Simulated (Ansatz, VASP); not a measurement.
Ru: VASP beside Ansatz

Contents of INCAR:

```
SYSTEM = Ru
PREC = Accurate
ENCUT = 520
EDIFF = 1E-6
ISMEAR = 0
SIGMA = 0.15
LREAL = .False.
LASPH = .True.
NELM = 60
ALGO = Fast
ISIF = 2
LWAVE = .False.
LCHARG = .False.
GGA = PS
NBANDS = 21
```

File KPOINTS:

```
Automatic mesh
0
Gamma
  18 18 10
  0 0 0
```

The input POSCAR:

```
Ru
1.0
    2.7254575605      0.0000000000      0.0000000000
   -1.3627287802      2.3603154843      0.0000000000
    0.0000000000      0.0000000000      4.2523798378
Ru
2
Direct
    0.3233090145      0.6466180290      0.2500000000
    0.6766909855      0.3533819710      0.7500000000
```

Input for Ansatz:

```yaml
crystal:
  lattice:
    - [2.7254575605, 0.0, 0.0]
    - [-1.3627287802, 2.3603154843, 0.0]
    - [0.0, 0.0, 4.2523798378]
  atoms:
    - { symbol: Ru, position: [0.3233090145, 0.646618029, 0.25] }
    - { symbol: Ru, position: [0.6766909855, 0.353381971, 0.75] }
basis:
  ecutwfc: 420
kpoints:
  mp_grid: { grid: [18, 18, 10] }
hamiltonian:
  xc: pbesol
  pseudopotentials: { kind: paw, azcp: { folder: soft_1 } }
scf:
  occupations: { method: gaussian, width: 0.15 }
output:
  forces: true
  stress: true
  eigenvalues: true
```

Change from the starting cell: mode 5 frozen in at -0.047 Å, equal normal strain along x and y +0.0133.

Alike in both runs: task single point; functional PBEsol; k mesh 18 × 18 × 10; occupations gaussian, width 0.15 eV; no spin polarisation.

|  | VASP | Ansatz |
| --- | --- | --- |
| version | VASP 6.6.1 | Ansatz 0.2.0 |
| potentials or method | VASP PAW PBE potentials, release 64 (Ru_pv), cutoff 520 eV | scalar-relativistic, plane waves, PAW |
| valence electrons in the cell | 28 | 32 |

Ansatz gave:

| Item | Value |
| --- | --- |
| gap on the k mesh at the Fermi level (eV) | none |
| pressure (GPa) | -7.9 |
| traceless stress, the component that is largest in VASP (GPa) | 3.85 |
| rms of the force components (eV/Å) | 0.403 |

Problem. What did VASP give for the same quantities?

Solution. gap on the k mesh at the Fermi level (eV): none; pressure (GPa): -8.0; traceless stress, the component that is largest in VASP (GPa): 3.85; rms of the force components (eV/Å): 0.402.

VASP's potentials were made for PBE, not for PBEsol, and Ansatz warns of the same on its side. Atom by atom the forces differ by 0.001 eV/Å (rms over components). A gap of «none» marks a metal or a gap that the smearing closes. With one functional, cell and mesh, what is left measures potentials, basis and numerics. VASP's potentials hold 28 valence electrons a cell and Ansatz's 32, so a difference there can come from the potentials and not from the codes.
